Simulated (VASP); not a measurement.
Set up this calculation in VASP 6.6.1, as the native input.

```yaml
Task: single point
Functional: PBE
Dispersion: D3(BJ)
Potentials_or_basis: VASP PAW PBE potentials, release 64 (Ti_sv, Te)
Cutoff: 520 eV
k_mesh: 15 × 15 × 8
Occupations: fermi-dirac, width 0.15 eV
Spin: no spin polarisation
Dipole_correction: no
Further_INCAR_settings: ALGO = Normal; EDIFF = 1e-07; NBANDS = 19
```

The structure of TiTe2 lies in POSCAR:

```
TiTe2
1.0
    3.6974254830      0.0000000000      0.0000000000
   -1.8487127415      3.2020643969      0.0000000000
    0.0000000000      0.0000000000      6.3893257933
Ti Te
1 2
Direct
    0.0000000000      0.0000000000      0.0000000000
    0.6666666667      0.3333333333      0.2711352262
    0.3333333333      0.6666666667      0.7288647738
```

One way to write it, as run:

INCAR

```
SYSTEM = TiTe2
PREC = Accurate
ENCUT = 520
EDIFF = 1E-7
ISMEAR = -1
SIGMA = 0.15
LREAL = .FALSE.
LASPH = .TRUE.
NELM = 60
ALGO = Normal
ISIF = 2
LWAVE = .FALSE.
LCHARG = .FALSE.
GGA = PE
IVDW = 12
NBANDS = 19
```

KPOINTS

```
Automatic mesh
0
G
  15 15 8
  0 0 0
```

Potentials or basis: VASP PAW PBE potentials, release 64 (Ti_sv, Te).

Run with:

```bash
$ cat potpaw_PBE.64/Ti_sv/POTCAR potpaw_PBE.64/Te/POTCAR > POTCAR
$ mpirun -np 1 vasp_std > vasp.out
```

Results of the run:

```yaml
Pressure: 0.0 GPa
Largest_force: 0.011 eV/Å
Band_gap_on_the_k_mesh: zero (bands 12 and 13 overlap by 0.81 eV)
Dispersion_energy_per_atom: -0.522 eV
```

Caveat: spin-orbit coupling is left out, which moves the levels of the heavy elements.

Run time: 6.8 min on 1 thread of Intel Xeon 8259CL (shared host), peak memory 0.4 GiB.
